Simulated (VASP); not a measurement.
# SrO (R-3m) in VASP: single point with PBE

Aim: the single point of SrO with PBE.

Everything below comes from runs of VASP 6.6.1. Logs are shortened: lines on timing, memory, paths and dates and some standing lists are left out, and cuts for length are marked.

## 1. The cell of the first run

It takes space group R-3m (No. 166, trigonal). Conventional cell: a = 3.735 Å, b = 3.735 Å, c = 28.811 Å, α = 90.00°, β = 90.00°, γ = 120.00°. Sr (site symmetry -3m) has 6 O at 2.70 Å and 2 Sr at 3.24 Å within 3.6 Å. Within 3.5 Å of Sr (site symmetry 3m) lie 6 O at 2.66 to 2.70 Å and 1 Sr at 3.24 Å. Within 3.5 Å of O (site symmetry -3m) lie 6 Sr at 2.66 Å. Within 3.6 Å of O (site symmetry 3m) lie 6 Sr at 2.70 Å.

## 2. Single point, PBE (volume scaled by 1.10, then relaxed in part)

The input, INCAR:

```
SYSTEM = SrO
PREC = Accurate
ENCUT = 520
EDIFF = 1E-6
ISMEAR = 0
SIGMA = 0.02
LREAL = .FALSE.
LASPH = .TRUE.
NELM = 80
ALGO = Normal
ISIF = 2
LWAVE = .FALSE.
LCHARG = .FALSE.
GGA = PE
NBANDS = 33
```

The input, KPOINTS:

```
regular mesh
0
G
  6 6 6
  0 0 0
```

The input, POSCAR:

```
SrO
1.0
    1.8676911084      1.0783119642      9.6035702665
   -1.8676911084      1.0783119642      9.6035702665
    0.0000000000     -2.1566239284      9.6035702665
Sr O
3 3
Direct
    0.5000000000      0.5000000000      0.5000000000
    0.6126200706      0.6126200706      0.6126200706
    0.3873799294      0.3873799294      0.3873799294
    0.0000000000      0.0000000000      0.0000000000
    0.7769643487      0.7769643487      0.7769643487
    0.2230356513      0.2230356513      0.2230356513
```

Potentials or basis: VASP PAW PBE potentials, release 64 (Sr_sv, O).

Launch:

```
$ cat potpaw_PBE.64/Sr_sv/POTCAR potpaw_PBE.64/O/POTCAR > POTCAR
$ mpirun -np 1 vasp_std > vasp.out
```

OUTCAR:

```text
SYSTEM = SrO
   PREC = Accurate
   ENCUT = 520
   EDIFF = 1E-6
   ISMEAR = 0
   LREAL = .FALSE.
   LASPH = .TRUE.
   NELM = 80
   ISIF = 2
   GGA = PE

 ion  position               nearest neighbor table
   1  0.500  0.500  0.500-   6 2.70   6 2.70   5 2.70   5 2.70   6 2.70   5 2.70   3 3.24   2 3.24
                             3 4.95   2 4.95   3 4.95   2 4.95   3 4.95   2 4.95   2 4.95   3 4.95
   2  0.613  0.613  0.613-   4 2.66   4 2.66   4 2.66   6 2.70   6 2.70   6 2.70   1 3.24   3 3.79
                             3 3.79   3 3.79   1 4.95   1 4.95   1 4.95   1 4.95   1 4.95   1 4.95
   3  0.387  0.387  0.387-   4 2.66   4 2.66   4 2.66   5 2.70   5 2.70   5 2.70   1 3.24   2 3.79
                             2 3.79   2 3.79   1 4.95   1 4.95   1 4.95   1 4.95   1 4.95   1 4.95
   4  0.000  0.000  0.000-   2 2.66   2 2.66   3 2.66   3 2.66   2 2.66   3 2.66
   5  0.777  0.777  0.777-   3 2.70   3 2.70   3 2.70   1 2.70   1 2.70   1 2.70
   6  0.223  0.223  0.223-   2 2.70   2 2.70   2 2.70   1 2.70   1 2.70   1 2.70

  LATTYP: Found a trigonal (rhomboedric) cell.
 ALAT       =     9.8427429425
 COS(alpha) =     0.9279875126

  Lattice vectors:

 A1 = (   1.8676911084,   1.0783119642,   9.6035702665)
 A2 = (  -1.8676911084,   1.0783119642,   9.6035702665)
 A3 = (   0.0000000000,  -2.1566239284,   9.6035702665)

Analysis of symmetry for initial positions (statically):
=====================================================================
 Subroutine PRICEL returns:
 Original cell was already a primitive cell.

 Routine SETGRP: Setting up the symmetry group for a
 trigonal (rhombohedral) supercell.

 Subroutine GETGRP returns: Found 12 space group operations
 (whereof 12 operations were pure point group operations)
 out of a pool of 12 trial point group operations.

The static configuration has the point symmetry D_3d.

Analysis of symmetry for dynamics (positions and initial velocities):
=====================================================================
 Subroutine PRICEL returns:
 Original cell was already a primitive cell.

 Routine SETGRP: Setting up the symmetry group for a
 trigonal (rhombohedral) supercell.

 Subroutine GETGRP returns: Found 12 space group operations
 (whereof 12 operations were pure point group operations)
 out of a pool of 12 trial point group operations.

The dynamic configuration has the point symmetry D_3d.

 Subroutine INISYM returns: Found 12 space group operations
 (whereof 12 operations are pure point group operations),
 and found     1 'primitive' translations

----------------------------------------------------------------------------------------

[... 102 lines left out ...]
   EDIFFG = 0.1E-04   stopping-criterion for IOM
   NSW    =      0    number of steps for IOM
   IBRION =     -1    ionic relax: 0-MD 1-quasi-New 2-CG
   NFREE  =      0    steps in history (QN), initial steepest desc. (CG)
   ISIF   =      2    stress and relaxation
   ISYM   =      2    0-nonsym 1-usesym 2-fastsym
   POTIM  = 0.5000    time-step for ionic-motion
   TEBEG  =    0.0;   TEEND  =   0.0 temperature during run
   PSTRESS=    0.0 pullay stress
   NELECT =      48.0000    total number of electrons
   NUPDOWN=      -1.0000    fix difference up-down
   EMIN   =  10.00;   EMAX   =-10.00  energy-range for DOS
   EFERMI =   0.00;   METHOD = LEGACY
   ISMEAR =     0;   SIGMA  =   0.02  broadening in eV -4-tet -1-fermi 0-gaus
   EFERMI_NEDOS =   21; number of points for ismear=-14 and -15
   IALGO  =     38    algorithm
   IMIX   =      4    mixing-type and parameters
     AMIX     =   0.40;   BMIX     =  1.00
     AMIX_MAG =   1.60;   BMIX_MAG =  1.00
  volume/ion in A,a.u.               =      19.34       130.52
  Fermi-wavevector in a.u.,A,eV,Ry     =   1.219769  2.305028 20.243228  1.487835
  Thomas-Fermi vector in A             =   2.355009
   LORBIT       =      0    0 simple, 1 ext, 2 COOP (PROOUT), +10 PAW based schemes
   GGA     = PE    functional components
   LHFCALC =     F    Hartree Fock is set to
   AEXX    =    0.0000 exact exchange contribution
   IVDW    =     0    specifies the selected vdW correction
   LEPSILON=     F    determine dielectric tensor
   LRPA    =     F    only Hartree local field effects (RPA)
 non-spin polarized calculation
 Gauss-broadening in eV      SIGMA  =   0.02
  energy-cutoff  :      520.00
  volume of cell :      116.05
 maximum number of plane-waves:      3143
 NGX is ok and might be reduce to    80
   NGX = 37   NGY = 37   NGZ = 37

 number of electron      48.0000001 magnetization

 Free energy of the ion-electron system (eV)
  ---------------------------------------------------
  ext. energy  EPLUGINS =         0.00000000
  ---------------------------------------------------
  free energy    TOTEN  =       -35.34994656 eV

  energy without entropy =      -35.34994656  energy(sigma->0) =      -35.34994656

 E-fermi :   1.3640     XC(G=0):  -9.4223

 val. band max:        1.2077583298   @ k =   0.0000   0.0000   0.0000
 cond. band min:       4.2394457347   @ k =   0.0000   0.0000   0.0000
 fundamental gap:      3.0316874049
 Fermi energy:         1.3640102200

 k-point     1 :       0.0000    0.0000    0.0000
  band No.  band energies     occupation
      1     -31.9800      2.00000
      2     -31.8734      2.00000
      3     -31.8650      2.00000
      4     -15.2309      2.00000
      5     -15.1921      2.00000
      6     -13.8021      2.00000
[... 853 lines left out ...]
     32       8.5942      0.00000
     33       9.2384      0.00000

 [... further k-points ...]
[... 5 lines left out ...]
  --------------------------------------------------------------------------------------
  -------------------------------------------------------------------------------------
  Total       -4.3577967     -4.3577967     -4.2702380      0.0000000      0.0000000      0.0000000
  in kB      -60.1650253    -60.1650253    -58.9561642      0.0000000      0.0000000      0.0000000
  external PRESSURE =     -59.7620716 kB  Pullay stress =       0.0000000 kB

 VOLUME and BASIS-vectors are now :
 -----------------------------------------------------------------------------
  energy-cutoff  :      520.00
  volume of cell :      116.05
      direct lattice vectors                 reciprocal lattice vectors
     1.867691108  1.078311964  9.603570267     0.267710221  0.154562568  0.034709314
    -1.867691108  1.078311964  9.603570267    -0.267710221  0.154562568  0.034709314
     0.000000000 -2.156623928  9.603570267     0.000000000 -0.309125137  0.034709314

 POSITION                                       TOTAL-FORCE (eV/Angst)
 -----------------------------------------------------------------------------------
      0.00000      0.00000     14.40536        -0.000000      0.000000      0.000000
      0.00000      0.00000     17.65002        -0.000000     -0.000000      0.006337
      0.00000      0.00000     11.16069        -0.000000      0.000000     -0.006337
      0.00000      0.00000      0.00000         0.000000      0.000000      0.000000
      0.00000      0.00000     22.38490        -0.000000      0.000000     -0.000045
      0.00000      0.00000      6.42582        -0.000000      0.000000      0.000045
 -----------------------------------------------------------------------------------
    total drift:                               -0.000000     -0.000000      0.000000

  FREE ENERGIE OF THE ION-ELECTRON SYSTEM (eV)
  ---------------------------------------------------
  free  energy   TOTEN  =       -35.3499465622 eV

  energy  without entropy=      -35.3499465622  energy(sigma->0) =      -35.34994656
```

OSZICAR:

```text
N       E                     dE             d eps       ncg     rms          rms(c)
DAV:   1     0.293499265754E+03    0.29350E+03   -0.24220E+04  2112   0.137E+03
DAV:   2    -0.198666686857E+02   -0.31337E+03   -0.29918E+03  2804   0.312E+02
DAV:   3    -0.414554843532E+02   -0.21589E+02   -0.21473E+02  3180   0.724E+01
DAV:   4    -0.420529790115E+02   -0.59749E+00   -0.59646E+00  3120   0.110E+01
DAV:   5    -0.420655171066E+02   -0.12538E-01   -0.12537E-01  2886   0.128E+00    0.231E+01
DAV:   6    -0.356873716201E+02    0.63781E+01   -0.39638E+01  2396   0.257E+01    0.291E+01
DAV:   7    -0.355071061626E+02    0.18027E+00   -0.29824E+00  3003   0.752E+00    0.210E+01
DAV:   8    -0.353945090638E+02    0.11260E+00   -0.17691E+00  2297   0.684E+00    0.300E+00
DAV:   9    -0.353462286796E+02    0.48280E-01   -0.20215E-01  2704   0.242E+00    0.114E+00
DAV:  10    -0.353497626392E+02   -0.35340E-02   -0.21559E-02  2790   0.696E-01    0.448E-01
DAV:  11    -0.353497133099E+02    0.49329E-04   -0.68558E-03  3512   0.390E-01    0.893E-02
DAV:  12    -0.353499696642E+02   -0.25635E-03   -0.12236E-03  2942   0.148E-01    0.981E-02
DAV:  13    -0.353499426768E+02    0.26987E-04   -0.13062E-04  2639   0.636E-02    0.357E-02
DAV:  14    -0.353499438026E+02   -0.11257E-05   -0.21020E-05  2936   0.219E-02    0.192E-02
DAV:  15    -0.353499463627E+02   -0.25601E-05   -0.58128E-06  2711   0.138E-02    0.591E-03
DAV:  16    -0.353499465622E+02   -0.19956E-06   -0.71755E-07  2000   0.456E-03
   1 F= -.35349947E+02 E0= -.35349947E+02  d E =-.324458E-30
```

stdout:

```text
POSCAR found type information on POSCAR SrO
 POSCAR found :  2 types and       6 ions
 scaLAPACK will be used
 LDA part: xc-table for (Slater+PW92), standard interpolation
 POSCAR, INCAR and KPOINTS ok, starting setup
 FFT: planning ... GRIDC
 FFT: planning ... GRID_SOFT
 FFT: planning ... GRID
 WAVECAR not read
 entering main loop
```

Run time: 14 min. Hardware: 1 thread of Intel Xeon Platinum 8259CL at 2.50GHz (Skylake/Cascade Lake), shared host; peak memory 0.94 GiB.

Results:

| Item | Value |
| --- | --- |
| Free energy | -35.3499 eV |
| Pressure | -6.0 GPa |
| Largest force | 0.006 eV/Å |
| Band gap on the k mesh | 3.03 eV, direct |

Forces in eV/Å, atoms in the order of the input:
```
Sr   0.000  0.000  0.000
Sr   0.000  0.000  0.006
Sr   0.000  0.000 -0.006
O    0.000  0.000  0.000
O    0.000  0.000  0.000
O    0.000  0.000  0.000
```

 A k mesh can miss the band edges.
